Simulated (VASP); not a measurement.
# Re (Fm-3m) in VASP: notebook

The runs below take Re through single point, relaxation of volume and atoms at fixed shape, with PBEsol.

Program: VASP 6.6.1. These are calculated values, not measurements. Logs are shortened: lines on timing, memory, paths and dates and some standing lists are left out, and cuts for length are marked.

**1. The cell of the first run**

It takes space group Fm-3m (No. 225, cubic). Conventional cell: a = 3.878 Å, b = 3.878 Å, c = 3.878 Å, α = 90.00°, β = 90.00°, γ = 90.00°. Within 3.6 Å of Re (site symmetry m-3m) lie 12 Re at 2.74 Å.

This isn't the form of Re at room conditions, which is hcp.

**2. Single point, PBEsol**

INCAR reads:

```
PREC = Accurate ; ENCUT = 600
EDIFF = 1E-6 ; ISMEAR = -1
SIGMA = 0.05 ; LREAL = False
LASPH = True ; NELM = 120
ALGO = Normal ; ISIF = 2
LWAVE = False ; LCHARG = False
GGA = PS ; NBANDS = 10
GGA_COMPAT = False
```

KPOINTS reads:

```
Automatic mesh
0
Gamma
  8 8 8
```

POSCAR reads:

```
Re
1.0
    0.0000000000      1.9389993146      1.9389993146
    1.9389993146      0.0000000000      1.9389993146
    1.9389993146      1.9389993146      0.0000000000
Re
1
Direct
    0.0000000000      0.0000000000      0.0000000000
```

Potentials or basis: VASP PAW PBE potentials, release 64 (Re).

On the command line:

```console
cat potpaw_PBE.64/Re/POTCAR > POTCAR
mpirun -np 1 vasp_std > vasp.out
```

OUTCAR:

```text
PREC = Accurate
   ENCUT = 600
   EDIFF = 1E-6
   ISMEAR = -1
   LREAL = False
   LASPH = True
   NELM = 120
   ISIF = 2
   GGA = PS

 ion  position               nearest neighbor table
   1  0.000  0.000  0.000-

  LATTYP: Found a face centered cubic cell.
 ALAT       =     3.8779986292

  Lattice vectors:

 A1 = (   0.0000000000,   1.9389993146,   1.9389993146)
 A2 = (   1.9389993146,   0.0000000000,   1.9389993146)
 A3 = (   1.9389993146,   1.9389993146,   0.0000000000)

Analysis of symmetry for initial positions (statically):
=====================================================================
 Subroutine PRICEL returns:
 Original cell was already a primitive cell.

 Routine SETGRP: Setting up the symmetry group for a
 face centered cubic supercell.

 Subroutine GETGRP returns: Found 48 space group operations
 (whereof 48 operations were pure point group operations)
 out of a pool of 48 trial point group operations.

The static configuration has the point symmetry O_h .

Analysis of symmetry for dynamics (positions and initial velocities):
=====================================================================
 Subroutine PRICEL returns:
 Original cell was already a primitive cell.

 Routine SETGRP: Setting up the symmetry group for a
 face centered cubic supercell.

 Subroutine GETGRP returns: Found 48 space group operations
 (whereof 48 operations were pure point group operations)
 out of a pool of 48 trial point group operations.

The dynamic configuration has the point symmetry O_h .

 Subroutine INISYM returns: Found 48 space group operations
 (whereof 48 operations are pure point group operations),
 and found     1 'primitive' translations

----------------------------------------------------------------------------------------

                                     Primitive cell

  volume of cell :      14.5802

  direct lattice vectors                    reciprocal lattice vectors
     0.000000000  1.938999315  1.938999315    -0.257864970  0.257864970  0.257864970
     1.938999315  0.000000000  1.938999315     0.257864970 -0.257864970  0.257864970
     1.938999315  1.938999315  0.000000000     0.257864970  0.257864970 -0.257864970

  length of vectors
     2.742159128  2.742159128  2.742159128     0.446635229  0.446635229  0.446635229

  position of ions in fractional coordinates (direct lattice)
[... 73 lines left out ...]
   LSORBIT =      F    spin-orbit coupling
   LASPH  =      T    aspherical Exc in radial PAW
   ENCUT  =  600.0 eV  44.10 Ry    6.64 a.u.   5.48  5.48  5.48*2*pi/ulx,y,z
   NELM   =    120;   NELMIN=  2; NELMDL= -5     # of ELM steps
   EDIFF  = 0.1E-05   stopping-criterion for ELM
   LREAL  =      F    real-space projection
   EDIFFG = 0.1E-04   stopping-criterion for IOM
   NSW    =      0    number of steps for IOM
   IBRION =     -1    ionic relax: 0-MD 1-quasi-New 2-CG
   NFREE  =      0    steps in history (QN), initial steepest desc. (CG)
   ISIF   =      2    stress and relaxation
   ISYM   =      2    0-nonsym 1-usesym 2-fastsym
   POTIM  = 0.5000    time-step for ionic-motion
   TEBEG  =    0.0;   TEEND  =   0.0 temperature during run
   PSTRESS=    0.0 pullay stress
   NELECT =       7.0000    total number of electrons
   NUPDOWN=      -1.0000    fix difference up-down
   EMIN   =  10.00;   EMAX   =-10.00  energy-range for DOS
   EFERMI =   0.00;   METHOD = LEGACY
   ISMEAR =    -1;   SIGMA  =   0.05  broadening in eV -4-tet -1-fermi 0-gaus
   EFERMI_NEDOS =   21; number of points for ismear=-14 and -15
   IALGO  =     38    algorithm
   IMIX   =      4    mixing-type and parameters
     AMIX     =   0.40;   BMIX     =  1.00
     AMIX_MAG =   1.60;   BMIX_MAG =  1.00
  volume/ion in A,a.u.               =      14.58        98.39
  Fermi-wavevector in a.u.,A,eV,Ry     =   1.281897  2.422434 22.357915  1.643260
  Thomas-Fermi vector in A             =   2.414240
   LORBIT       =      0    0 simple, 1 ext, 2 COOP (PROOUT), +10 PAW based schemes
   GGA     = PS    functional components
   LHFCALC =     F    Hartree Fock is set to
   AEXX    =    0.0000 exact exchange contribution
   IVDW    =     0    specifies the selected vdW correction
   LEPSILON=     F    determine dielectric tensor
   LRPA    =     F    only Hartree local field effects (RPA)
 non-spin polarized calculation
  energy-cutoff  :      600.00
  volume of cell :       14.58
 maximum number of plane-waves:       531
 NGX is ok and might be reduce to    24
   NGX = 11   NGY = 11   NGZ = 11

 number of electron       7.0000000 magnetization

 Free energy of the ion-electron system (eV)
  ---------------------------------------------------
  ext. energy  EPLUGINS =         0.00000000
  ---------------------------------------------------
  free energy    TOTEN  =       -13.28278130 eV

  energy without entropy =      -13.27439583  energy(sigma->0) =      -13.27858856

 E-fermi :   8.2824     XC(G=0): -13.8666

 val. band max:        7.9349717833   @ k =  -0.3750   0.5000   0.1250
 cond. band min:       8.3119570962   @ k =  -0.2500   0.5000   0.2500
 fundamental gap:      0.3769853129
 Fermi energy:         8.2824024503

 k-point     1 :       0.0000    0.0000    0.0000
  band No.  band energies     occupation
      1      -2.1323      2.00000
      2       6.1616      2.00000
      3       6.1616      2.00000
      4       6.1616      2.00000
      5       9.4096      0.00000
      6       9.4096      0.00000
      7      22.0387      0.00000
      8      27.7492      0.00000
      9      27.7492      0.00000
     10      27.7492      0.00000
[... 287 lines left out ...]
 k-point    24 :      -0.3750    0.2500    0.1250
  band No.  band energies     occupation
      1       2.7960      2.00000
      2       4.2608      2.00000
      3       6.1458      2.00000
      4       7.5622      2.00000
      5      11.5358      0.00000
      6      15.5231      0.00000
      7      17.1662      0.00000
      8      24.7069      0.00000
      9      25.7739      0.00000
     10      28.4964      0.00000

 [... further k-points ...]
[... 5 lines left out ...]
  --------------------------------------------------------------------------------------
  -------------------------------------------------------------------------------------
  Total        0.0201180      0.0201180      0.0201180      0.0000000     -0.0000000      0.0000000
  in kB        2.2107161      2.2107161      2.2107161      0.0000000     -0.0000000      0.0000000
  external PRESSURE =       2.2107161 kB  Pullay stress =       0.0000000 kB

 VOLUME and BASIS-vectors are now :
 -----------------------------------------------------------------------------
  energy-cutoff  :      600.00
  volume of cell :       14.58
      direct lattice vectors                 reciprocal lattice vectors
     0.000000000  1.938999315  1.938999315    -0.257864970  0.257864970  0.257864970
     1.938999315  0.000000000  1.938999315     0.257864970 -0.257864970  0.257864970
     1.938999315  1.938999315  0.000000000     0.257864970  0.257864970 -0.257864970

 POSITION                                       TOTAL-FORCE (eV/Angst)
 -----------------------------------------------------------------------------------
      0.00000      0.00000      0.00000        -0.000000      0.000000      0.000000
 -----------------------------------------------------------------------------------
    total drift:                               -0.000000      0.000000     -0.000000

  FREE ENERGIE OF THE ION-ELECTRON SYSTEM (eV)
  ---------------------------------------------------
  free  energy   TOTEN  =       -13.2827812969 eV

  energy  without entropy=      -13.2743958267  energy(sigma->0) =      -13.27858856
```

Run time: 5.2 s. Hardware: 1 thread of Intel Xeon Platinum 8488C (Sapphire Rapids), shared host; peak memory 0.14 GiB.

What came out:

| Item | Value |
| --- | --- |
| Free energy | -13.2828 eV |
| Pressure | 0.2 GPa |
| Band gap on the k mesh | zero (an odd number of electrons rules out a gap without spin polarisation) |

Levels at points of the mesh, in eV from the Fermi level:
```
           k point  band 2  band 3  band 4  band 5  band 6  band 7
(0.00, 0.00, 0.00)   -2.12   -2.12   -2.12    1.13    1.13   13.76
(0.50, 0.00, 0.00)   -2.33   -2.33    0.05    3.73    3.73    9.92
(0.50, 0.50, 0.00)   -6.23    2.66    3.68    4.49    4.49   12.18
```

Caveat: the PAW data sets were made with another functional, which shifts forces and pressure a little; spin-orbit coupling is left out, which moves the levels of the heavy elements.

**3. Relaxation of volume and atoms at fixed shape, PBEsol**

This run uses another cell than the first one, of 14.72 Å³/atom.

INCAR reads:

```
PREC = Accurate
ENCUT = 600
EDIFF = 1E-7
ISMEAR = -1
SIGMA = 0.05
LREAL = False
LASPH = True
NELM = 120
ALGO = Normal
ISIF = 8
LWAVE = False
LCHARG = False
GGA = PS
IBRION = 2
NSW = 60
EDIFFG = -0.02
GGA_COMPAT = False
NELMIN = 4
```

KPOINTS is that of step 2.

POSCAR reads:

```
Re
1.0
    0.0000000000      1.9450000000      1.9450000000
    1.9450000000      0.0000000000      1.9450000000
    1.9450000000      1.9450000000      0.0000000000
Re
1
Direct
    0.0000000000      0.0000000000      0.0000000000
```

Potentials or basis: VASP PAW PBE potentials, release 64 (Re).

On the command line:

```console
cat potpaw_PBE.64/Re/POTCAR > POTCAR
mpirun -np 1 vasp_std > vasp.out
```

Run time: 9.4 s. Hardware: 1 thread of Intel Xeon Platinum 8488C (Sapphire Rapids), shared host; peak memory 0.14 GiB.

The run converged. Its results:

```
Free energy                           : -13.2828 eV
Relaxed volume                        : 14.59 Å³/atom
Relaxed cell                          : a = 2.743 Å, b = 2.743 Å, c = 2.743 Å, α = 60.00°, β = 60.00°, γ = 60.00°
Space group after relaxing (to 0.1 Å) : Fm-3m (No. 225)
Energy gained by relaxing             : 1.4 meV/atom
Ionic steps                           : 3
Pressure after relaxing               : 0.0 GPa
Band gap on the k mesh                : zero (an odd number of electrons rules out a gap without spin polarisation)
```

The path:
```tsv
step	energy change (eV)	largest force (eV/Å)	pressure (GPa)	volume (Å³)
1	0.0000	0.0000	-3.39	14.72
2	0.0237	0.0000	15.84	14.06
3	-0.0014	0.0000	-0.03	14.59
```

Final structure:
```
CELL_PARAMETERS angstrom
0.00000 1.93944 1.93944
1.93944 0.00000 1.93944
1.93944 1.93944 0.00000
ATOMIC_POSITIONS crystal
Re 0.00000 0.00000 0.00000
```

Levels at points of the mesh, in eV from the Fermi level:
| k point | band 1 | band 2 | band 3 | band 4 | band 5 | band 6 | band 7 |
| --- | --- | --- | --- | --- | --- | --- | --- |
| (0.00, 0.00, 0.00) | -10.41 | -2.12 | -2.12 | -2.12 | 1.13 | 1.13 | 13.76 |
| (0.50, 0.00, 0.00) | -7.15 | -2.33 | -2.33 | 0.05 | 3.72 | 3.72 | 9.91 |
| (0.50, 0.50, 0.00) | -7.10 | -6.22 | 2.66 | 3.68 | 4.49 | 4.49 | 12.17 |

Caveat: the PAW data sets were made with another functional, which shifts forces and pressure a little; spin-orbit coupling is left out, which moves the levels of the heavy elements.

The gap in the log of VASP goes by the Fermi energy; the results here count the filled bands.